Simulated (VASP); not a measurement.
Wanted: the native input for a VASP 6.6.1 run.

| Property | Result |
| --- | --- |
| Task | single point |
| Functional | LDA |
| Potentials or basis | VASP PAW LDA potentials, release 64 (Ti_sv) |
| Cutoff | 520 eV |
| k mesh | 18 × 18 × 18 |
| Occupations | gaussian, width 0.1 eV |
| Spin | no spin polarisation |
| Dipole correction | no |
| Further INCAR settings | ALGO = Normal; EDIFF = 1e-07; NBANDS = 12 |

The structure of Ti lies in POSCAR:

```
Ti
1.0
   -1.5825944270      1.5825944270      1.5825944270
    1.5825944270     -1.5825944270      1.5825944270
    1.5825944270      1.5825944270     -1.5825944270
Ti
1
Direct
    0.0000000000      0.0000000000      0.0000000000
```

The input as run:

INCAR

```
SYSTEM = Ti
  PREC = Accurate
  ENCUT = 520
  EDIFF = 1E-7
  ISMEAR = 0
  SIGMA = 0.1
  LREAL = .FALSE.
  LASPH = .TRUE.
  NELM = 100
  ALGO = Normal
  ISIF = 2
  LWAVE = .FALSE.
  LCHARG = .TRUE.
  LELF = .TRUE.
  LVHAR = .TRUE.
  NBANDS = 12
```

KPOINTS

```
Automatic mesh
0
G
  18 18 18
  0 0 0
```

Potentials or basis: VASP PAW LDA potentials, release 64 (Ti_sv).

Run with:

```console
$ cat potpaw_LDA.64/Ti_sv/POTCAR > POTCAR
$ mpirun -np 1 vasp_std > vasp.out
```

It gave:

The pressure is -0.2 GPa and the band gap on the k mesh is zero (band 6 reaches 9.85 eV, above the bottom of band 7 at 8.22 eV).

It took 24 s on 1 thread of Intel(R) Xeon(R) Platinum 8259CL CPU @ 2.50GHz (Skylake/Cascade Lake) (shared host), peak memory 0.14 GiB.
